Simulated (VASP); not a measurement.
# CdMo (Pm-3m) in VASP: a series of runs

The runs below take CdMo through single point, relaxation of cell and atoms, with PBE.

Program: VASP 6.6.1. These are calculated values, not measurements. Logs are shortened: lines on timing, memory, paths and dates and some standing lists are left out, and cuts for length are marked.

## (1) The cell of the first run

It takes space group Pm-3m (No. 221, cubic). The conventional cell has a = 3.283 Å, b = 3.283 Å, c = 3.283 Å, α = 90.00°, β = 90.00°, γ = 90.00°. Cd (site symmetry m-3m) has 8 Mo at 2.84 Å and 6 Cd at 3.28 Å within 3.7 Å. Mo (site symmetry m-3m) has 8 Cd at 2.84 Å and 6 Mo at 3.28 Å within 3.7 Å.

## (2) Single point, PBE

File INCAR:

```
SYSTEM = CdMo
ALGO = Normal
EDIFF = 1E-6
ENCUT = 520
GGA = PE
ISIF = 2
ISMEAR = 0
LASPH = .TRUE.
LCHARG = .FALSE.
LREAL = .FALSE.
LWAVE = .FALSE.
NBANDS = 20
NELM = 100
PREC = Accurate
SIGMA = 0.1
```

File KPOINTS:

```
k-points
0
G
  16 16 16
  0 0 0
```

File POSCAR:

```
CdMo
1.0
    3.2833893194      0.0000000000      0.0000000000
    0.0000000000      3.2833893194      0.0000000000
    0.0000000000      0.0000000000      3.2833893194
Cd Mo
1 1
Direct
    0.0000000000      0.0000000000      0.0000000000
    0.5000000000      0.5000000000      0.5000000000
```

Potentials or basis: VASP PAW PBE potentials, release 64 (Cd, Mo_sv).

Launch:

```console
> cat potpaw_PBE.64/Cd/POTCAR potpaw_PBE.64/Mo_sv/POTCAR > POTCAR
> mpirun -np 1 vasp_std > vasp.out
```

OUTCAR:

```text
SYSTEM = CdMo
   EDIFF = 1E-6
   ENCUT = 520
   GGA = PE
   ISIF = 2
   ISMEAR = 0
   LASPH = .TRUE.
   LREAL = .FALSE.
   NELM = 100
   PREC = Accurate

 ion  position               nearest neighbor table
   1  0.000  0.000  0.000-   2 2.84   2 2.84   2 2.84   2 2.84   2 2.84   2 2.84   2 2.84   2 2.84

   2  0.500  0.500  0.500-   1 2.84   1 2.84   1 2.84   1 2.84   1 2.84   1 2.84   1 2.84   1 2.84

  LATTYP: Found a simple cubic cell.
 ALAT       =     3.2833893194

  Lattice vectors:

 A1 = (   3.2833893194,   0.0000000000,   0.0000000000)
 A2 = (   0.0000000000,   3.2833893194,   0.0000000000)
 A3 = (   0.0000000000,   0.0000000000,   3.2833893194)

Analysis of symmetry for initial positions (statically):
=====================================================================
 Subroutine PRICEL returns:
 Original cell was already a primitive cell.

 Routine SETGRP: Setting up the symmetry group for a
 simple cubic supercell.

 Subroutine GETGRP returns: Found 48 space group operations
 (whereof 48 operations were pure point group operations)
 out of a pool of 48 trial point group operations.

The static configuration has the point symmetry O_h .

Analysis of symmetry for dynamics (positions and initial velocities):
=====================================================================
 Subroutine PRICEL returns:
 Original cell was already a primitive cell.

 Routine SETGRP: Setting up the symmetry group for a
 simple cubic supercell.

 Subroutine GETGRP returns: Found 48 space group operations
 (whereof 48 operations were pure point group operations)
 out of a pool of 48 trial point group operations.

The dynamic configuration has the point symmetry O_h .

 Subroutine INISYM returns: Found 48 space group operations
 (whereof 48 operations are pure point group operations),
 and found     1 'primitive' translations

----------------------------------------------------------------------------------------

                                     Primitive cell

  volume of cell :      35.3971

  direct lattice vectors                    reciprocal lattice vectors
     3.283389319  0.000000000  0.000000000     0.304563335  0.000000000  0.000000000
     0.000000000  3.283389319  0.000000000     0.000000000  0.304563335  0.000000000
     0.000000000  0.000000000  3.283389319     0.000000000  0.000000000  0.304563335

  length of vectors
     3.283389319  3.283389319  3.283389319     0.304563335  0.304563335  0.304563335

  position of ions in fractional coordinates (direct lattice)
     0.000000000  0.000000000  0.000000000
     0.500000000  0.500000000  0.500000000

  ion indices of the primitive-cell ions
   primitive index   ion index
                 1           1
                 2           2

----------------------------------------------------------------------------------------

 KPOINTS: k-points

Automatic generation of k-mesh.
 Grid dimensions read from file:
 generate k-points for:   16   16   16

 Generating k-lattice:

  Cartesian coordinates                     Fractional coordinates (reciprocal lattice)
     0.019035208  0.000000000  0.000000000     0.062500000  0.000000000  0.000000000
     0.000000000  0.019035208  0.000000000     0.000000000  0.062500000  0.000000000
     0.000000000  0.000000000  0.019035208     0.000000000  0.000000000  0.062500000

  Length of vectors
     0.019035208  0.019035208  0.019035208

  Shift w.r.t. Gamma in fractional coordinates (k-lattice)
     0.000000000  0.000000000  0.000000000

 Subroutine IBZKPT returns following result:
 ===========================================

 Found    165 irreducible k-points:

 Following reciprocal coordinates:
            Coordinates               Weight
  0.000000  0.000000  0.000000      1.000000
  0.062500  0.000000  0.000000      6.000000
  0.125000  0.000000  0.000000      6.000000
  0.187500  0.000000  0.000000      6.000000
  0.250000  0.000000  0.000000      6.000000
  0.312500  0.000000  0.000000      6.000000
[... 16 lines left out ...]
  0.437500  0.125000  0.000000     24.000000
  0.500000  0.125000  0.000000     12.000000
 [... further k-points ...]
   k-points           NKPTS =    165   k-points in BZ     NKDIM =    165   number of bands    NBANDS=     20
   number of dos      NEDOS =    301   number of ions     NIONS =      2
   total plane-waves  NPLWV =  13824
   dimension x,y,z NGX =    24 NGY =   24 NGZ =   24
   dimension x,y,z NGXF=    48 NGYF=   48 NGZF=   48
   ions per type =               1   1
   NGX,Y,Z   is equivalent  to a cutoff of  12.15, 12.15, 12.15 a.u.
   NGXF,Y,Z  is equivalent  to a cutoff of  24.30, 24.30, 24.30 a.u.
 SYSTEM =  CdMo
   PREC   = accura    normal or accurate (medium, high low for compatibility)
   ISTART =      0    job   : 0-new  1-cont  2-samecut
   ICHARG =      2    charge: 1-file 2-atom 10-const
   ISPIN  =      1    spin polarized calculation?
   LNONCOLLINEAR =      F non collinear calculations
   LSORBIT =      F    spin-orbit coupling
   LASPH  =      T    aspherical Exc in radial PAW
   ENCUT  =  520.0 eV  38.22 Ry    6.18 a.u.   6.10  6.10  6.10*2*pi/ulx,y,z
   NELM   =    100;   NELMIN=  2; NELMDL= -5     # of ELM steps
   EDIFF  = 0.1E-05   stopping-criterion for ELM
   LREAL  =      F    real-space projection
   EDIFFG = 0.1E-04   stopping-criterion for IOM
   NSW    =      0    number of steps for IOM
   IBRION =     -1    ionic relax: 0-MD 1-quasi-New 2-CG
   NFREE  =      0    steps in history (QN), initial steepest desc. (CG)
   ISIF   =      2    stress and relaxation
   ISYM   =      2    0-nonsym 1-usesym 2-fastsym
   POTIM  = 0.5000    time-step for ionic-motion
   TEBEG  =    0.0;   TEEND  =   0.0 temperature during run
   PSTRESS=    0.0 pullay stress
   NELECT =      26.0000    total number of electrons
   NUPDOWN=      -1.0000    fix difference up-down
   EMIN   =  10.00;   EMAX   =-10.00  energy-range for DOS
   EFERMI =   0.00;   METHOD = LEGACY
   ISMEAR =     0;   SIGMA  =   0.10  broadening in eV -4-tet -1-fermi 0-gaus
   EFERMI_NEDOS =   21; number of points for ismear=-14 and -15
   IALGO  =     38    algorithm
   IMIX   =      4    mixing-type and parameters
     AMIX     =   0.40;   BMIX     =  1.00
     AMIX_MAG =   1.60;   BMIX_MAG =  1.00
  volume/ion in A,a.u.               =      17.70       119.44
  Fermi-wavevector in a.u.,A,eV,Ry     =   1.477101  2.791316 29.685569  2.181828
  Thomas-Fermi vector in A             =   2.591547
   LORBIT       =      0    0 simple, 1 ext, 2 COOP (PROOUT), +10 PAW based schemes
   GGA     = PE    functional components
   LHFCALC =     F    Hartree Fock is set to
   AEXX    =    0.0000 exact exchange contribution
   IVDW    =     0    specifies the selected vdW correction
   LEPSILON=     F    determine dielectric tensor
   LRPA    =     F    only Hartree local field effects (RPA)
 non-spin polarized calculation
 Gauss-broadening in eV      SIGMA  =   0.10
  energy-cutoff  :      520.00
  volume of cell :       35.40
 maximum number of plane-waves:       972
   NGX = 13   NGY = 13   NGZ = 13

 number of electron      25.9999989 magnetization

 Free energy of the ion-electron system (eV)
  ---------------------------------------------------
  ext. energy  EPLUGINS =         0.00000000
  ---------------------------------------------------
  free energy    TOTEN  =        -9.96637790 eV

  energy without entropy =       -9.95402567  energy(sigma->0) =       -9.96020179

 E-fermi :   7.0482     XC(G=0): -12.4259

 val. band max:        7.0454740215   @ k =   0.4375   0.2500   0.0000
 cond. band min:       7.0691467244   @ k =   0.3750   0.1250   0.1250
 fundamental gap:      0.0236727029
 Fermi energy:         7.0481727376

 k-point     1 :       0.0000    0.0000    0.0000
  band No.  band energies     occupation
      1     -53.8247      2.00000
      2     -27.8239      2.00000
      3     -27.8239      2.00000
      4     -27.8239      2.00000
      5      -2.0806      2.00000
      6      -2.0806      2.00000
[... 12 lines left out ...]
     19      20.1832      0.00000
     20      21.2165      0.00000

 k-point     2 :       0.0625    0.0000    0.0000
  band No.  band energies     occupation
      1     -53.8243      2.00000
      2     -27.8306      2.00000
      3     -27.8234      2.00000
      4     -27.8234      2.00000
      5      -2.0718      2.00000
      6      -2.0557      2.00000
[... 12 lines left out ...]
     19      20.3870      0.00000
     20      20.9500      0.00000

 k-point     3 :       0.1250    0.0000    0.0000
  band No.  band energies     occupation
      1     -53.8230      2.00000
      2     -27.8495      2.00000
      3     -27.8221      2.00000
      4     -27.8221      2.00000
      5      -2.0466      2.00000
      6      -1.9863      2.00000
[... 12 lines left out ...]
     19      20.3961      0.00000
     20      20.5162      0.00000

 k-point     4 :       0.1875    0.0000    0.0000
  band No.  band energies     occupation
      1     -53.8210      2.00000
      2     -27.8778      2.00000
      3     -27.8202      2.00000
      4     -27.8202      2.00000
      5      -2.0085      2.00000
      6      -1.8848      2.00000
[... 12 lines left out ...]
     19      19.8013      0.00000
     20      20.4188      0.00000

 k-point     5 :       0.2500    0.0000    0.0000
  band No.  band energies     occupation
      1     -53.8188      2.00000
      2     -27.9110      2.00000
      3     -27.8179      2.00000
      4     -27.8179      2.00000
      5      -1.9627      2.00000
      6      -1.7680      2.00000
[... 12 lines left out ...]
     19      19.2610      0.00000
     20      20.2267      0.00000
[... 353 lines left out ...]
      6      -1.5924      2.00000
[... 12 lines left out ...]
     19      18.8498      0.00000
     20      21.0412      0.00000

 k-point    22 :       0.3750    0.1250    0.0000
  band No.  band energies     occupation
      1     -53.8129      2.00000
      2     -27.9686      2.00000
      3     -27.8378      2.00000
      4     -27.8114      2.00000
      5      -1.8324      2.00000
      6      -1.5440      2.00000
[... 12 lines left out ...]
     19      18.4848      0.00000
     20      20.0545      0.00000

 k-point    23 :       0.4375    0.1250    0.0000
  band No.  band energies     occupation
      1     -53.8116      2.00000
      2     -27.9869      2.00000
      3     -27.8363      2.00000
      4     -27.8100      2.00000
      5      -1.8089      2.00000
      6      -1.5607      2.00000
[... 12 lines left out ...]
     19      19.1525      0.00000
     20      19.2137      0.00000

 k-point    24 :       0.5000    0.1250    0.0000
  band No.  band energies     occupation
      1     -53.8111      2.00000
      2     -27.9934      2.00000
      3     -27.8358      2.00000
      4     -27.8096      2.00000
      5      -1.8006      2.00000
      6      -1.5670      2.00000
[... 12 lines left out ...]
     19      18.8714      0.00000
     20      20.1144      0.00000

 [... further k-points ...]
[... 5 lines left out ...]
  --------------------------------------------------------------------------------------
  -------------------------------------------------------------------------------------
  Total        0.2159533      0.2159533      0.2159533     -0.0000000      0.0000000      0.0000000
  in kB        9.7746987      9.7746987      9.7746987     -0.0000000      0.0000000      0.0000000
  external PRESSURE =       9.7746987 kB  Pullay stress =       0.0000000 kB

 VOLUME and BASIS-vectors are now :
 -----------------------------------------------------------------------------
  energy-cutoff  :      520.00
  volume of cell :       35.40
      direct lattice vectors                 reciprocal lattice vectors
     3.283389319  0.000000000  0.000000000     0.304563335  0.000000000  0.000000000
     0.000000000  3.283389319  0.000000000     0.000000000  0.304563335  0.000000000
     0.000000000  0.000000000  3.283389319     0.000000000  0.000000000  0.304563335

 POSITION                                       TOTAL-FORCE (eV/Angst)
 -----------------------------------------------------------------------------------
      0.00000      0.00000      0.00000         0.000000      0.000000      0.000000
      1.64169      1.64169      1.64169         0.000000      0.000000      0.000000
 -----------------------------------------------------------------------------------
    total drift:                                0.000000      0.000000     -0.000000

  FREE ENERGIE OF THE ION-ELECTRON SYSTEM (eV)
  ---------------------------------------------------
  free  energy   TOTEN  =        -9.9663779025 eV

  energy  without entropy=       -9.9540256718  energy(sigma->0) =       -9.96020179
```

Run time: 42 s. Hardware: 1 thread of Intel Xeon Platinum 8259CL at 2.50GHz (Skylake/Cascade Lake), shared host; peak memory 0.23 GiB.

Results:

```yaml
Free_energy: -9.9664 eV
Pressure: 1.0 GPa
Band_gap_on_the_k_mesh: zero (band 13 reaches 9.28 eV, above the bottom of band 14 at 6.41 eV)
```

## (3) Relaxation of cell and atoms, PBE

File INCAR:

```
SYSTEM = CdMo
ALGO = Normal
EDIFF = 1E-7
EDIFFG = -0.01
ENCUT = 600
GGA = PE
IBRION = 2
ISIF = 3
ISMEAR = 0
LASPH = .True.
LCHARG = .False.
LREAL = .False.
LWAVE = .False.
NELM = 100
NSW = 100
PREC = Accurate
SIGMA = 0.1
```

File KPOINTS:

```
k-points
0
Gamma
  16 16 16
  0 0 0
```

File POSCAR:

```
CdMo
1.0
    3.2828195941      0.0000000000      0.0000000000
    0.0000000000      3.2828195941      0.0000000000
    0.0000000000      0.0000000000      3.2828195941
Cd Mo
1 1
Direct
    0.0000000000      0.0000000000      0.0000000000
    0.5000000000      0.5000000000      0.5000000000
```

Potentials or basis: VASP PAW PBE potentials, release 64 (Cd, Mo_sv).

Launch:

```console
> cat potpaw_PBE.64/Cd/POTCAR potpaw_PBE.64/Mo_sv/POTCAR > POTCAR
> mpirun -np 1 vasp_std > vasp.out
```

It took 2.9 min on 1 thread of Intel Xeon Platinum 8259CL at 2.50GHz (Skylake/Cascade Lake), shared host; peak memory 0.27 GiB.

It converged, with:

```
Free energy                            : -9.9667 eV
Relaxed volume                         : 17.80 Å³/atom
Relaxed cell                           : a = 3.290 Å, b = 3.290 Å, c = 3.290 Å, α = 90.00°, β = 90.00°, γ = 90.00°
Space group after relaxing (to 0.05 Å) : Pm-3m (No. 221)
Energy gained by relaxing              : 0.3 meV/atom
Ionic steps                            : 3
Pressure after relaxing                : 0.0 GPa
Band gap on the k mesh                 : zero (band 13 reaches 9.19 eV, above the bottom of band 14 at 6.35 eV)
```

Step by step:
| step | energy change (eV) | largest force (eV/Å) | pressure (GPa) | volume (Å³) |
| --- | --- | --- | --- | --- |
| 1 | 0.0000 | 0.0000 | 0.94 | 35.38 |
| 2 | 0.0005 | 0.0000 | -1.23 | 35.91 |
| 3 | -0.0007 | 0.0000 | 0.00 | 35.60 |

Final structure:
```xyz
2
Lattice="3.2898 0.0000 0.0000 0.0000 3.2898 0.0000 0.0000 0.0000 3.2898" Properties=species:S:1:pos:R:3 pbc="T T T"
Cd    0.0000    0.0000    0.0000
Mo    1.6449    1.6449    1.6449
```

Levels at points of the mesh, in eV from the Fermi level:
| k point | band 9 | band 10 | band 11 | band 12 | band 13 | band 14 | band 15 | band 16 | band 17 |
| --- | --- | --- | --- | --- | --- | --- | --- | --- | --- |
| (0.00, 0.00, 0.00) | -8.34 | -8.22 | -1.55 | -1.55 | 1.29 | 1.29 | 1.29 | 6.22 | 6.22 |
| (0.50, 0.00, 0.00) | -8.24 | -4.51 | -3.95 | -1.83 | -0.63 | -0.63 | 1.07 | 2.70 | 11.14 |
| (0.50, 0.50, 0.00) | -7.88 | -4.03 | -1.04 | -0.44 | -0.44 | 0.64 | 0.64 | 2.12 | 6.18 |
| (0.50, 0.50, 0.50) | -7.86 | -3.14 | -3.14 | -3.14 | 2.21 | 2.21 | 2.61 | 5.98 | 5.98 |

[end of part 1 of 2]
